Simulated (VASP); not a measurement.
**GaAs: relaxation of cell and atoms with r2SCAN**

Crystal: GaAs.

```
CELL_PARAMETERS angstrom
2.82685 2.82685 0.00000
-2.82685 2.82685 0.00000
0.00000 2.82685 2.82685
ATOMIC_POSITIONS crystal
Ga 0.00000 0.00000 0.00000
As 0.75000 0.25000 0.50000
```

```
Program                : VASP 6.6.1
Task                   : relaxation of cell and atoms
Functional             : r2SCAN
Potentials or basis    : VASP PAW PBE potentials, release 64 (Ga_d, As)
Cutoff                 : 600 eV
k mesh                 : 12 × 12 × 12
Occupations            : fermi-dirac, width 0.08 eV
Spin                   : no spin polarisation
Dipole correction      : no
Further INCAR settings : ALGO = Normal; EDIFF = 1e-07; IBRION = 2; EDIFFG = -0.002; NSW = 100; ISIF = 3
```

```json
{
 "Relaxed volume": "22.77 Å³/atom",
 "Relaxed cell": "a = 4.008 Å, b = 4.008 Å, c = 4.008 Å, α = 60.00°, β = 60.00°, γ = 90.00°",
 "Space group after relaxing (to 0.1 Å)": "F-43m (No. 216)",
 "Energy gained by relaxing": "0.3 meV/atom",
 "Ionic steps": "4",
 "Pressure after relaxing": "0.0 GPa",
 "Band gap on the k mesh": "0.93 eV"
}
```

The path:
```tsv
step	energy change (eV)	largest force (eV/Å)	pressure (GPa)	volume (Å³)
1	0.0000	0.0000	0.59	45.18
2	-0.0004	0.0000	-0.29	45.73
3	-0.0006	0.0000	0.03	45.52
4	-0.0006	0.0000	-0.01	45.54
```

Final structure:
```cif
data_structure
_symmetry_space_group_name_H-M 'P 1'
_symmetry_Int_Tables_number 1
_cell_length_a 4.0085
_cell_length_b 4.0085
_cell_length_c 4.0085
_cell_angle_alpha 60.000
_cell_angle_beta 60.000
_cell_angle_gamma 90.000
_cell_volume 45.54
loop_
_atom_site_label
_atom_site_type_symbol
_atom_site_fract_x
_atom_site_fract_y
_atom_site_fract_z
_atom_site_occupancy
Ga1 Ga 0.00000 0.00000 0.00000 1
As1 As 0.75000 0.25000 0.50000 1
```

Levels at points of the mesh, in eV from the valence-band top:
| k point | band 7 | band 8 | band 9 | band 10 | band 11 | band 12 |
| --- | --- | --- | --- | --- | --- | --- |
| (0.00, 0.00, 0.00) | 0.00 | 0.00 | 0.00 | 0.93 | 4.04 | 4.04 |
| (0.50, 0.00, 0.00) | -6.77 | -1.17 | -1.17 | 1.34 | 4.99 | 4.99 |
| (0.50, 0.50, 0.00) | -6.95 | -2.75 | -2.75 | 1.77 | 1.95 | 10.80 |

It took 9.4 min on 1 thread of Intel Xeon 8259CL, on a shared host, peak memory 0.24 GiB.

Caveat: the PAW data sets were made with another functional, which shifts forces and pressure a little. A k mesh can miss the band edges.
